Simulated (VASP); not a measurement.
# In (I4/mmm) in VASP: a series of runs

In is run at these levels: LDA; tasks: single point.

Everything below comes from runs of VASP 6.6.1. Logs are shortened: lines on timing, memory, paths and dates and some standing lists are left out, and cuts for length are marked.

### 1 The cell of the first run

It takes space group I4/mmm (No. 139, tetragonal). The conventional cell has a = 3.285 Å, b = 3.285 Å, c = 4.997 Å, α = 90.00°, β = 90.00°, γ = 90.00°. Within 4.3 Å of In (site symmetry 4/mmm) lie 12 In at 3.28 to 3.41 Å.

### 2 Single point, LDA (26.95 Å³/atom)

File INCAR:

```
SYSTEM = In
ALGO     = Normal         ! electronic algorithm
EDIFF    = 1E-6           ! SCF threshold, eV
ENCUT    = 520            ! plane-wave cutoff, eV
GGA      = CA             ! functional
ISIF     = 2              ! what is computed and relaxed
ISMEAR   = -1             ! smearing method
ISYM     = 0            
LASPH    = .TRUE.         ! aspherical terms in the spheres
LCHARG   = .FALSE.        ! write CHGCAR
LREAL    = .FALSE.        ! projectors in reciprocal space
LWAVE    = .FALSE.        ! write WAVECAR
NBANDS   = 12             ! bands
NELM     = 60             ! most SCF steps
PREC     = Accurate       ! precision mode
SIGMA    = 0.05           ! smearing width, eV
```

File KPOINTS:

```
k-points
0
G
  12 12 14
  0 0 0
```

File POSCAR:

```
In
1.0
   -1.6422515422      1.6422515422      2.4984461476
    1.6422515422     -1.6422515422      2.4984461476
    1.6422515422      1.6422515422     -2.4984461476
In
1
Direct
    0.0000000000      0.0000000000      0.0000000000
```

Potentials or basis: VASP PAW LDA potentials, release 64 (In_d).

Started as:

```
cat potpaw_LDA.64/In_d/POTCAR > POTCAR
mpirun -np 1 vasp_std > vasp.out
```

OUTCAR:

```text
SYSTEM = In
   EDIFF = 1E-6
   ENCUT = 520
   GGA = CA
   ISIF = 2
   ISMEAR = -1
   ISYM = 0
   LASPH = .TRUE.
   LREAL = .FALSE.
   NELM = 60
   PREC = Accurate

 ion  position               nearest neighbor table
   1  0.000  0.000  0.000-

IMPORTANT INFORMATION: All symmetrisations will be switched off!
NOSYMM: (Re-)initialisation of all symmetry stuff for point group C_1.

----------------------------------------------------------------------------------------

                                     Primitive cell

  volume of cell :      26.9531

  direct lattice vectors                    reciprocal lattice vectors
    -1.642251542  1.642251542  2.498446148     0.000000000  0.304460058  0.200124386
     1.642251542 -1.642251542  2.498446148     0.304460058  0.000000000  0.200124386
     1.642251542  1.642251542 -2.498446148     0.304460058  0.304460058  0.000000000

  length of vectors
     3.411189442  3.411189442  3.411189442     0.364342828  0.364342828  0.430571543

  position of ions in fractional coordinates (direct lattice)
     0.000000000  0.000000000  0.000000000

  ion indices of the primitive-cell ions
   primitive index   ion index
                 1           1

----------------------------------------------------------------------------------------

 KPOINTS: k-points

Automatic generation of k-mesh.
 Grid dimensions read from file:
 generate k-points for:   12   12   14

 Generating k-lattice:

  Cartesian coordinates                     Fractional coordinates (reciprocal lattice)
     0.000000000  0.025371672  0.016677032     0.083333333  0.000000000  0.000000000
     0.025371672  0.000000000  0.016677032     0.000000000  0.083333333  0.000000000
     0.021747147  0.021747147  0.000000000     0.000000000  0.000000000  0.071428571

  Length of vectors
     0.030361902  0.030361902  0.030755110

  Shift w.r.t. Gamma in fractional coordinates (k-lattice)
     0.000000000  0.000000000  0.000000000

 -----------------------------------------------------------------------------
|                                                                             |
|           W    W    AA    RRRRR   N    N  II  N    N   GGGG   !!!           |
|           W    W   A  A   R    R  NN   N  II  NN   N  G    G  !!!           |
|           W    W  A    A  R    R  N N  N  II  N N  N  G       !!!           |
|           W WW W  AAAAAA  RRRRR   N  N N  II  N  N N  G  GGG   !            |
|           WW  WW  A    A  R   R   N   NN  II  N   NN  G    G                |
|           W    W  A    A  R    R  N    N  II  N    N   GGGG   !!!           |
|                                                                             |
|     Your reciprocal lattice and k-lattice belong to different lattice       |
|     classes:                                                                |
|                                                                             |
|        The reciprocal lattice is body-centered tetragonal,                  |
|        whereas your k-lattice is base-centered monoclinic.                  |
|                                                                             |
|     Results are often still useful ...                                      |
|                                                                             |
 -----------------------------------------------------------------------------

 WARNING: IBZKPT: internal override: KBLOWUP is changed to .FALSE.
      ... skipping the blow-up phase ...

 Subroutine IBZKPT returns following result:
 ===========================================

 Found   1012 irreducible k-points:

 Following reciprocal coordinates:
            Coordinates               Weight
  0.000000  0.000000  0.000000      1.000000
  0.083333  0.000000  0.000000      2.000000
  0.166667 -0.000000 -0.000000      2.000000
  0.250000 -0.000000  0.000000      2.000000
  0.333333 -0.000000  0.000000      2.000000
  0.416667 -0.000000  0.000000      2.000000
[... 16 lines left out ...]
  0.250000  0.166667 -0.000000      2.000000
  0.333333  0.166667  0.000000      2.000000
 [... further k-points ...]
   k-points           NKPTS =   1012   k-points in BZ     NKDIM =   1012   number of bands    NBANDS=     12
   number of dos      NEDOS =    301   number of ions     NIONS =      1
   total plane-waves  NPLWV =  21952
   dimension x,y,z NGX =    28 NGY =   28 NGZ =   28
   dimension x,y,z NGXF=    56 NGYF=   56 NGZF=   56
   ions per type =               1
   NGX,Y,Z   is equivalent  to a cutoff of  13.65, 13.65, 13.65 a.u.
   NGXF,Y,Z  is equivalent  to a cutoff of  27.29, 27.29, 27.29 a.u.
 SYSTEM =  In
   PREC   = accura    normal or accurate (medium, high low for compatibility)
   ISTART =      0    job   : 0-new  1-cont  2-samecut
   ICHARG =      2    charge: 1-file 2-atom 10-const
   ISPIN  =      1    spin polarized calculation?
   LNONCOLLINEAR =      F non collinear calculations
   LSORBIT =      F    spin-orbit coupling
   LASPH  =      T    aspherical Exc in radial PAW
   ENCUT  =  520.0 eV  38.22 Ry    6.18 a.u.   6.34  6.34  6.34*2*pi/ulx,y,z
   NELM   =     60;   NELMIN=  2; NELMDL= -5     # of ELM steps
   EDIFF  = 0.1E-05   stopping-criterion for ELM
   LREAL  =      F    real-space projection
   EDIFFG = 0.1E-04   stopping-criterion for IOM
   NSW    =      0    number of steps for IOM
   IBRION =     -1    ionic relax: 0-MD 1-quasi-New 2-CG
   NFREE  =      0    steps in history (QN), initial steepest desc. (CG)
   ISIF   =      2    stress and relaxation
   ISYM   =      0    0-nonsym 1-usesym 2-fastsym
   POTIM  = 0.5000    time-step for ionic-motion
   TEBEG  =    0.0;   TEEND  =   0.0 temperature during run
   PSTRESS=    0.0 pullay stress
   NELECT =      13.0000    total number of electrons
   NUPDOWN=      -1.0000    fix difference up-down
   EMIN   =  10.00;   EMAX   =-10.00  energy-range for DOS
   EFERMI =   0.00;   METHOD = LEGACY
   ISMEAR =    -1;   SIGMA  =   0.05  broadening in eV -4-tet -1-fermi 0-gaus
   EFERMI_NEDOS =   21; number of points for ismear=-14 and -15
   IALGO  =     38    algorithm
   IMIX   =      4    mixing-type and parameters
     AMIX     =   0.40;   BMIX     =  1.00
     AMIX_MAG =   1.60;   BMIX_MAG =  1.00
  volume/ion in A,a.u.               =      26.95       181.89
  Fermi-wavevector in a.u.,A,eV,Ry     =   1.283865  2.426154 22.426625  1.648310
  Thomas-Fermi vector in A             =   2.416093
   LORBIT       =      0    0 simple, 1 ext, 2 COOP (PROOUT), +10 PAW based schemes
   GGA     = CA    functional components
   LHFCALC =     F    Hartree Fock is set to
   AEXX    =    0.0000 exact exchange contribution
   IVDW    =     0    specifies the selected vdW correction
   LEPSILON=     F    determine dielectric tensor
   LRPA    =     F    only Hartree local field effects (RPA)
 non-spin polarized calculation
  energy-cutoff  :      520.00
  volume of cell :       26.95
 maximum number of plane-waves:       742
 NGX is ok and might be reduce to    28
   NGX = 13   NGY = 13   NGZ = 13

 number of electron      13.0000000 magnetization

 Free energy of the ion-electron system (eV)
  ---------------------------------------------------
  ext. energy  EPLUGINS =         0.00000000
  ---------------------------------------------------
  free energy    TOTEN  =        -3.19067974 eV

  energy without entropy =       -3.18652318  energy(sigma->0) =       -3.18860146

 E-fermi :   6.8446     XC(G=0): -10.3854

 val. band max:        6.8423514132   @ k =   0.3333   0.3333   0.0000
 cond. band min:       6.8452938693   @ k =  -0.4167   0.3333   0.2143
 fundamental gap:      0.0029424561
 Fermi energy:         6.8446242229

 k-point     1 :       0.0000    0.0000    0.0000
  band No.  band energies     occupation
      1      -7.7023      2.00000
      2      -7.6030      2.00000
      3      -7.6025      2.00000
      4      -7.5264      2.00000
      5      -7.4290      2.00000
      6      -2.4784      2.00000
      7      17.0353      0.00000
      8      17.0359      0.00000
      9      17.1796      0.00000
     10      18.5065      0.00000
     11      20.6344      0.00000
     12      20.7813      0.00000

 k-point     2 :       0.0833    0.0000    0.0000
  band No.  band energies     occupation
      1      -7.6920      2.00000
      2      -7.6035      2.00000
      3      -7.5927      2.00000
      4      -7.5241      2.00000
      5      -7.4330      2.00000
      6      -2.3298      2.00000
      7      15.4156      0.00000
      8      16.7864      0.00000
      9      16.8653      0.00000
     10      18.2530      0.00000
     11      21.0349      0.00000
     12      21.1606      0.00000

 k-point     3 :       0.1667   -0.0000   -0.0000
  band No.  band energies     occupation
      1      -7.6735      2.00000
      2      -7.6101      2.00000
      3      -7.5703      2.00000
      4      -7.5045      2.00000
      5      -7.4381      2.00000
      6      -1.8799      2.00000
      7      12.6543      0.00000
      8      16.0582      0.00000
      9      16.5066      0.00000
     10      18.1608      0.00000
     11      20.1543      0.00000
     12      22.1099      0.00000
[... 286 lines left out ...]
 k-point    23 :       0.2500    0.1667   -0.0000
  band No.  band energies     occupation
      1      -7.6345      2.00000
      2      -7.6111      2.00000
      3      -7.5437      2.00000
      4      -7.4733      2.00000
      5      -7.3985      2.00000
      6       0.0347      2.00000
      7       8.8899      0.00000
      8      11.2880      0.00000
      9      14.9225      0.00000
     10      17.8293      0.00000
     11      19.9239      0.00000
     12      21.1335      0.00000

 k-point    24 :       0.3333    0.1667    0.0000
  band No.  band energies     occupation
      1      -7.6461      2.00000
      2      -7.6130      2.00000
      3      -7.5585      2.00000
      4      -7.4092      2.00000
      5      -7.3882      2.00000
      6       1.2702      2.00000
      7       6.5732      1.99127
      8      11.3510      0.00000
      9      14.0170      0.00000
     10      16.9014      0.00000
     11      19.9381      0.00000
     12      21.7068      0.00000

 [... further k-points ...]

------------------------ aborting loop because EDIFF is reached ----------------------------------------

  FORCE on cell =-STRESS in cart. coord.  units (eV):
  Direction    XX          YY          ZZ          XY          YZ          ZX
  --------------------------------------------------------------------------------------
  -------------------------------------------------------------------------------------
  Total       -0.6203404     -0.6203386     -0.5464102     -0.0188287      0.0216048      0.0216041
  in kB      -36.8749394    -36.8748310    -32.4803021     -1.1192339      1.2842537      1.2842112
  external PRESSURE =     -35.4100242 kB  Pullay stress =       0.0000000 kB

 VOLUME and BASIS-vectors are now :
 -----------------------------------------------------------------------------
  energy-cutoff  :      520.00
  volume of cell :       26.95
      direct lattice vectors                 reciprocal lattice vectors
    -1.642251542  1.642251542  2.498446148     0.000000000  0.304460058  0.200124386
     1.642251542 -1.642251542  2.498446148     0.304460058  0.000000000  0.200124386
     1.642251542  1.642251542 -2.498446148     0.304460058  0.304460058  0.000000000

 POSITION                                       TOTAL-FORCE (eV/Angst)
 -----------------------------------------------------------------------------------
      0.00000      0.00000      0.00000         0.000002     -0.000004      0.000001
 -----------------------------------------------------------------------------------
    total drift:                                0.000002     -0.000004      0.000001

  FREE ENERGIE OF THE ION-ELECTRON SYSTEM (eV)
  ---------------------------------------------------
  free  energy   TOTEN  =        -3.1906797404 eV

  energy  without entropy=       -3.1865231849  energy(sigma->0) =       -3.18860146
```

It took 6.8 min on 1 thread of AMD EPYC 7R13, shared host; peak memory 0.4 GiB.

What came out:

```
Free energy            : -3.1907 eV
Pressure               : -3.5 GPa
Band gap on the k mesh : zero (an odd number of electrons rules out a gap without spin polarisation)
```

Stress tensor (GPa, compression positive):
```
-3.69 -0.11  0.13
-0.11 -3.69  0.13
 0.13  0.13 -3.25
```

Caveat: the cell stands under tension; spin-orbit coupling is left out, which moves the levels of the heavy elements.

### 3 Single point, LDA (27.74 Å³/atom)

This run uses another cell than the first one, of 27.74 Å³/atom.

File INCAR:

```
SYSTEM = In
  PREC = Accurate
  ENCUT = 520
  EDIFF = 1E-7
  ISMEAR = -1
  SIGMA = 0.05
  LREAL = .False.
  LASPH = .True.
  NELM = 100
  ALGO = Normal
  ISIF = 2
  LWAVE = .False.
  LCHARG = .False.
  ISYM = 0
  NBANDS = 12
```

File KPOINTS:

```
Automatic mesh
0
Gamma
  12 12 14
  0 0 0
```

File POSCAR:

```
In
1.0
   -1.6580433912      1.6580433912      2.5224711420
    1.6580433912     -1.6580433912      2.5224711420
    1.6580433912      1.6580433912     -2.5224711420
In
1
Direct
    0.0000000000      0.0000000000      0.0000000000
```

Potentials or basis: VASP PAW LDA potentials, release 64 (In_d).

Started as:

```
cat potpaw_LDA.64/In_d/POTCAR > POTCAR
mpirun -np 1 vasp_std > vasp.out
```

Run time: 7.8 min. Hardware: 1 thread of AMD EPYC 7R13, shared host; peak memory 0.41 GiB.

It converged, with:

* Free energy: -3.1717 eV
* Pressure: -4.4 GPa
* Band gap on the k mesh: zero (an odd number of electrons rules out a gap without spin polarisation)

Stress tensor (GPa, compression positive):
```
-4.50 -0.07  0.10
-0.07 -4.50  0.10
 0.10  0.10 -4.07
```

Levels at points of the mesh, in eV from the Fermi level:
| k point | band 4 | band 5 | band 6 | band 7 | band 8 | band 9 |
| --- | --- | --- | --- | --- | --- | --- |
| (0.00, 0.00, 0.00) | -14.35 | -14.26 | -9.13 | 9.94 | 9.94 | 10.07 |
| (0.50, 0.00, 0.00) | -14.18 | -14.15 | -4.29 | -3.06 | 7.14 | 8.64 |
| (0.00, 0.50, 0.00) | -14.18 | -14.15 | -4.29 | -3.06 | 7.14 | 8.64 |
| (0.50, 0.50, 0.00) | -14.17 | -14.09 | -1.84 | -1.74 | 3.40 | 3.84 |
| (0.00, 0.00, 0.50) | -14.17 | -14.09 | -1.84 | -1.74 | 3.40 | 3.84 |
| (0.50, 0.00, 0.50) | -14.18 | -14.15 | -4.29 | -3.06 | 7.14 | 8.64 |
| (0.00, 0.50, 0.50) | -14.18 | -14.15 | -4.29 | -3.06 | 7.14 | 8.64 |
| (0.50, 0.50, 0.50) | -14.14 | -14.14 | -3.02 | -2.40 | 4.56 | 4.56 |

Caveat: the cell stands under tension; spin-orbit coupling is left out, which moves the levels of the heavy elements.
